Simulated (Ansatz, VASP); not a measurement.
Given: the input of a run of VASP 6.6.1 on Al.

The input POSCAR:

```
Al
1.0
    0.0000000000      2.0645171409      2.0645171409
    2.0645171409      0.0000000000      2.0645171409
    2.0645171409      2.0645171409      0.0000000000
Al
1
Direct
    0.0000000000      0.0000000000      0.0000000000
```

INCAR.step1

```
ALGO = Normal ; EDIFF = 1E-5
ENCUT = 520 ; GGA = PE
ISIF = 2 ; ISMEAR = -1
LASPH = True ; LREAL = False
LWAVE = True ; NBANDS = 8
NELM = 60 ; PREC = Accurate
SIGMA = 0.05
```

The input INCAR.step2:

```
ALGO = Normal ; EDIFF = 1E-6
ENCUT = 520 ; GGA = PE
HFSCREEN = 0.2079 ; ISIF = 2
ISMEAR = -1 ; ISTART = 1
LASPH = True ; LCHARG = True
LELF = True ; LHFCALC = True
LREAL = False ; LVHAR = True
LWAVE = False ; NBANDS = 8
NELM = 60 ; PREC = Accurate
PRECFOCK = Normal ; SIGMA = 0.05
```

File KPOINTS:

```
k-points
0
Gamma
  6 6 6
```

Potentials or basis: VASP PAW PBE potentials, release 64 (Al).

The run is started by

```bash
$ cat potpaw_PBE.64/Al/POTCAR > POTCAR
$ cp INCAR.step1 INCAR
$ mpirun -np 1 vasp_std > vasp.out
$ cp INCAR.step2 INCAR
$ mpirun -np 1 vasp_std > vasp.out
```

**Question.** Set up the same calculation for Ansatz 0.2.0. Potentials there: Ansatz PAW.

**Answer.** As run (the cutoff follows the program's own potentials):

Contents of input:

```
crystal:
  lattice:
    - [0.0, 2.0645171409, 2.0645171409]
    - [2.0645171409, 0.0, 2.0645171409]
    - [2.0645171409, 2.0645171409, 0.0]
  atoms:
    - { symbol: Al, position: [0.0, 0.0, 0.0] }
hamiltonian:
  xc: hse06
  pseudopotentials: { kind: paw }
kpoints:
  mp_grid: { grid: [6, 6, 6] }
scf:
  occupations: { method: fermi_dirac, width: 0.05 }
output:
  forces: true
  stress: true
  eigenvalues: true
```

Both were run:

|  | VASP | Ansatz | Ansatz less VASP |
| --- | --- | --- | --- |
| gap on the k mesh at the Fermi level (eV) | none | none | - |
| pressure (GPa) | -4.8 | -4.9 | -0.06 |

A gap of «none» marks a metal or a gap that the smearing closes. With one functional, cell and mesh, what is left measures potentials, basis and numerics.

The k mesh is coarse, so the values compare programs but aren't converged.
